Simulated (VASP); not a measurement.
# Sb (P4/mmm) in VASP: further runs, part 2 of 2

VASP 6.6.1.

## Step 3: Single point, PBEsol (strain +0.025 along x and y, -0.025 along z)

Input file INCAR:

```
PREC = Accurate
ENCUT = 520
EDIFF = 1E-6
ISMEAR = 0
SIGMA = 0.15
LREAL = False
LASPH = True
NELM = 60
ALGO = Normal
ISIF = 2
LWAVE = False
LCHARG = True
GGA = PS
LELF = True
LVHAR = True
NBANDS = 8
```

Input file KPOINTS:

```
Automatic mesh
0
Gamma
  16 16 16
```

Input file POSCAR:

```
Sb
1.0
    3.2390000000      0.0000000000      0.0000000000
    0.0000000000      3.2390000000      0.0000000000
    0.0000000000      0.0000000000      3.0810000000
Sb
1
Direct
    0.0000000000      0.0000000000      0.0000000000
```

Potentials or basis: VASP PAW PBE potentials, release 64 (Sb).

Command:

```bash
$ cat potpaw_PBE.64/Sb/POTCAR > POTCAR
$ mpirun -np 1 vasp_std > vasp.out
```

OUTCAR:

```text
PREC = Accurate
   ENCUT = 520
   EDIFF = 1E-6
   ISMEAR = 0
   LREAL = False
   LASPH = True
   NELM = 60
   ISIF = 2
   GGA = PS

 ion  position               nearest neighbor table
   1  0.000  0.000  0.000-

  LATTYP: Found a simple tetragonal cell.
 ALAT       =     3.2390000000
 C/A-ratio  =     0.9512195122

  Lattice vectors:

 A1 = (   3.2390000000,   0.0000000000,   0.0000000000)
 A2 = (   0.0000000000,   3.2390000000,   0.0000000000)
 A3 = (   0.0000000000,   0.0000000000,   3.0810000000)

Analysis of symmetry for initial positions (statically):
=====================================================================
 Subroutine PRICEL returns:
 Original cell was already a primitive cell.

 Routine SETGRP: Setting up the symmetry group for a
 simple tetragonal supercell.

 Subroutine GETGRP returns: Found 16 space group operations
 (whereof 16 operations were pure point group operations)
 out of a pool of 16 trial point group operations.

The static configuration has the point symmetry D_4h.

[... 153 lines left out ...]
  ---------------------------------------------------
  free energy    TOTEN  =        -4.45216960 eV

  energy without entropy =       -4.44672583  energy(sigma->0) =       -4.44944772

 E-fermi :   6.0035     XC(G=0):  -9.4172

 val. band max:        5.9609867552   @ k =   0.4375   0.2500   0.1250
 cond. band min:       6.0044532633   @ k =   0.2500   0.1250   0.3750
 fundamental gap:      0.0434665081
 Fermi energy:         6.0034885994

 k-point     1 :       0.0000    0.0000    0.0000
  band No.  band energies     occupation
      1      -5.8167      2.00000
      2       8.6358      0.00000
      3       8.6358      0.00000
      4       9.9661      0.00000
      5      12.5887      0.00000
      6      12.7292      0.00000
      7      14.1635      0.00000
      8      22.8193      0.00000
[... 243 lines left out ...]
 k-point    24 :       0.5000    0.1250    0.0000
  band No.  band energies     occupation
      1      -3.6714      2.00000
      2       1.1790      2.00000
      3       8.4878      0.00000
      4      11.7700      0.00000
      5      13.6165      0.00000
      6      15.9470      0.00000
      7      17.8382      0.00000
      8      18.0160      0.00000

 [... further k-points ...]
[... 5 lines left out ...]
  --------------------------------------------------------------------------------------
  -------------------------------------------------------------------------------------
  Total       -1.3509939     -1.3509939     -0.6335602      0.0000000     -0.0000000      0.0000000
  in kB      -66.9653880    -66.9653880    -31.4039950      0.0000000     -0.0000000      0.0000000
  external PRESSURE =     -55.1115903 kB  Pullay stress =       0.0000000 kB

 VOLUME and BASIS-vectors are now :
 -----------------------------------------------------------------------------
  energy-cutoff  :      520.00
  volume of cell :       32.32
      direct lattice vectors                 reciprocal lattice vectors
     3.239000000  0.000000000  0.000000000     0.308737265  0.000000000  0.000000000
     0.000000000  3.239000000  0.000000000     0.000000000  0.308737265  0.000000000
     0.000000000  0.000000000  3.081000000     0.000000000  0.000000000  0.324569945

 POSITION                                       TOTAL-FORCE (eV/Angst)
 -----------------------------------------------------------------------------------
      0.00000      0.00000      0.00000         0.000000      0.000000      0.000000
 -----------------------------------------------------------------------------------
    total drift:                                0.000000      0.000000      0.000000

  FREE ENERGIE OF THE ION-ELECTRON SYSTEM (eV)
  ---------------------------------------------------
  free  energy   TOTEN  =        -4.4521696029 eV

  energy  without entropy=       -4.4467258280  energy(sigma->0) =       -4.44944772
```

OSZICAR:

```text
N       E                     dE             d eps       ncg     rms          rms(c)
DAV:   1     0.478114715723E+01    0.47811E+01   -0.16082E+03  6488   0.402E+02
DAV:   2    -0.433006351260E+01   -0.91112E+01   -0.87817E+01  9120   0.513E+01
DAV:   3    -0.445292176417E+01   -0.12286E+00   -0.12102E+00  7568   0.666E+00
DAV:   4    -0.445348580522E+01   -0.56404E-03   -0.56404E-03  9968   0.555E-01
DAV:   5    -0.445348800297E+01   -0.21978E-05   -0.21971E-05  7968   0.224E-02    0.161E+00
DAV:   6    -0.445266612192E+01    0.82188E-03   -0.10302E-03  8008   0.168E-01    0.940E-01
DAV:   7    -0.445216336988E+01    0.50275E-03   -0.22377E-03  7120   0.246E-01    0.641E-02
DAV:   8    -0.445216872765E+01   -0.53578E-05   -0.60604E-05  8368   0.511E-02    0.635E-03
DAV:   9    -0.445216960290E+01   -0.87525E-06   -0.99732E-07  9416   0.733E-03
   1 F= -.44521696E+01 E0= -.44494477E+01  d E =-.544377E-02
```

stdout:

```text
POSCAR found type information on POSCAR Sb
 POSCAR found :  1 types and       1 ions
 scaLAPACK will be used
 -----------------------------------------------------------------------------
|                                                                             |
|                                                                             |
|     You enforced a specific xc type in the INCAR file but a different       |
|     I HOPE YOU KNOW WHAT YOU ARE DOING!                                     |
|                                                                             |
 -----------------------------------------------------------------------------

 LDA part: xc-table for (Slater+PW92), standard interpolation
 POSCAR, INCAR and KPOINTS ok, starting setup
 FFT: planning ... GRIDC
 FFT: planning ... GRID_SOFT
 FFT: planning ... GRID
 WAVECAR not read
 entering main loop
```

It took 26 s on 1 thread of Intel Xeon Platinum 8259CL at 2.50GHz (Skylake/Cascade Lake), shared host; peak memory 0.22 GiB.

What came out:

- Free energy: -4.4522 eV
- Pressure: -5.5 GPa

Caveat: the cell differs from its parent crystal (strain +0.025 along x and y, -0.025 along z); the PAW data sets were made with another functional, which shifts forces and pressure a little; spin-orbit coupling is left out, which moves the levels of the heavy elements.

## Step 4: Single point, PBEsol (strain +0.000 along x and y, +0.050 along z)

Input file INCAR:

```
SYSTEM = Sb
PREC = Accurate
ENCUT = 520
EDIFF = 1E-7
ISMEAR = 0
SIGMA = 0.15
LREAL = .False.
LASPH = .True.
NELM = 60
ALGO = Normal
ISIF = 2
LWAVE = .False.
LCHARG = .False.
GGA = PS
NBANDS = 8
```

Input file KPOINTS:

```
regular mesh
0
Gamma
  16 16 16
  0 0 0
```

Input file POSCAR:

```
Sb
1.0
    3.1600000000      0.0000000000      0.0000000000
    0.0000000000      3.1600000000      0.0000000000
    0.0000000000      0.0000000000      3.3180000000
Sb
1
Direct
    0.0000000000      0.0000000000      0.0000000000
```

Command:

```bash
$ cat potpaw_PBE.64/Sb/POTCAR > POTCAR
$ mpirun -np 1 vasp_std > vasp.out
```

Wall time 40 s (1 thread of Intel Xeon Platinum 8259CL at 2.50GHz (Skylake/Cascade Lake), shared host); peak memory 0.23 GiB.

It converged, with:

```yaml
Free_energy: -4.4217 eV
Pressure: -6.3 GPa
```

Stress tensor (GPa, compression positive):
```
-5.27  0.00  0.00
 0.00 -5.27  0.00
 0.00  0.00 -8.36
```

Levels at points of the mesh, in eV from the Fermi level:
| k point | band 1 | band 2 | band 3 | band 4 | band 5 | band 6 |
| --- | --- | --- | --- | --- | --- | --- |
| (0.00, 0.00, 0.00) | -11.66 | 2.20 | 3.40 | 3.40 | 6.28 | 7.13 |
| (0.50, 0.00, 0.00) | -9.41 | -4.97 | 4.03 | 5.24 | 8.65 | 9.85 |
| (0.50, 0.50, 0.00) | -7.05 | -3.04 | -3.04 | 2.55 | 5.84 | 11.82 |
| (0.00, 0.00, 0.50) | -9.95 | -4.82 | 4.81 | 4.81 | 8.76 | 10.66 |
| (0.50, 0.00, 0.50) | -7.63 | -3.44 | -2.82 | 2.46 | 6.63 | 12.20 |
| (0.50, 0.50, 0.50) | -5.10 | -1.64 | -1.64 | -0.95 | 4.71 | 5.09 |

Caveat: the cell differs from its parent crystal (strain +0.000 along x and y, +0.050 along z); the PAW data sets were made with another functional, which shifts forces and pressure a little; spin-orbit coupling is left out, which moves the levels of the heavy elements.

## Step 5: Single point, PBEsol (strain +0.025 along x and y, +0.000 along z)

Input file INCAR:

```
SYSTEM = Sb
  PREC = Accurate
  ENCUT = 520
  EDIFF = 1E-7
  ISMEAR = 0
  SIGMA = 0.15
  LREAL = .False.
  LASPH = .True.
  NELM = 100
  ALGO = Normal
  ISIF = 2
  LWAVE = .False.
  LCHARG = .False.
  GGA = PS
  NBANDS = 8
```

Input file KPOINTS:

```
Automatic mesh
0
Gamma
  16 16 16
  0 0 0
```

Input file POSCAR:

```
Sb
1.0
    3.2390000000      0.0000000000      0.0000000000
    0.0000000000      3.2390000000      0.0000000000
    0.0000000000      0.0000000000      3.1600000000
Sb
1
Direct
    0.0000000000      0.0000000000      0.0000000000
```

Command:

```bash
$ cat potpaw_PBE.64/Sb/POTCAR > POTCAR
$ mpirun -np 1 vasp_std > vasp.out
```

Run time: 32 s. Hardware: 1 thread of Intel Xeon Platinum 8259CL at 2.50GHz (Skylake/Cascade Lake), shared host; peak memory 0.22 GiB.

Results (log left out):

```yaml
Free_energy: -4.4290 eV
Pressure: -6.5 GPa
```

Stress tensor (GPa, compression positive):
```
-6.97  0.00  0.00
 0.00 -6.97  0.00
 0.00  0.00 -5.60
```

Levels at points of the mesh, in eV from the Fermi level:
```tsv
k point	band 1	band 2	band 3	band 4	band 5	band 6	band 7
(0.00, 0.00, 0.00)	-11.64	2.79	2.79	3.42	6.71	6.84	7.67
(0.50, 0.00, 0.00)	-9.68	-4.88	4.39	5.03	8.73	10.28	10.71
(0.50, 0.50, 0.00)	-7.64	-3.12	-3.12	2.46	6.62	12.20	13.18
(0.00, 0.00, 0.50)	-9.39	-4.95	4.63	4.63	8.79	10.00	10.62
(0.50, 0.00, 0.50)	-7.33	-3.23	-2.91	2.51	6.21	12.00	12.66
(0.50, 0.50, 0.50)	-5.11	-1.64	-1.29	-1.29	4.89	4.89	5.09
```

Caveat: the cell differs from its parent crystal (strain +0.025 along x and y, +0.000 along z); the PAW data sets were made with another functional, which shifts forces and pressure a little; spin-orbit coupling is left out, which moves the levels of the heavy elements.

## Step 6: The runs side by side

| cell | gap on the mesh (eV) | pressure (GPa) |
| --- | --- | --- |
| a = 3.160, b = 3.160, c = 3.239 Å, 1 atom | none | -5.7 |
| a = 3.239, b = 3.239, c = 3.081 Å, 1 atom | none | -5.5 |
| a = 3.160, b = 3.160, c = 3.318 Å, 1 atom | none | -6.3 |
| a = 3.239, b = 3.239, c = 3.160 Å, 1 atom | none | -6.5 |

Alike in all rows: task single point; level PBEsol; potentials or basis VASP PAW PBE potentials, release 64 (Sb); no spin polarisation; k mesh 16 × 16 × 16; cutoff (eV) 520; smearing gaussian 0.15 eV.

Caveats: the PAW data sets were made with another functional, which shifts forces and pressure a little; spin-orbit coupling is left out, which moves the levels of the heavy elements.

Total energies depend on the potentials used, so only differences within one code and one set of settings carry meaning.
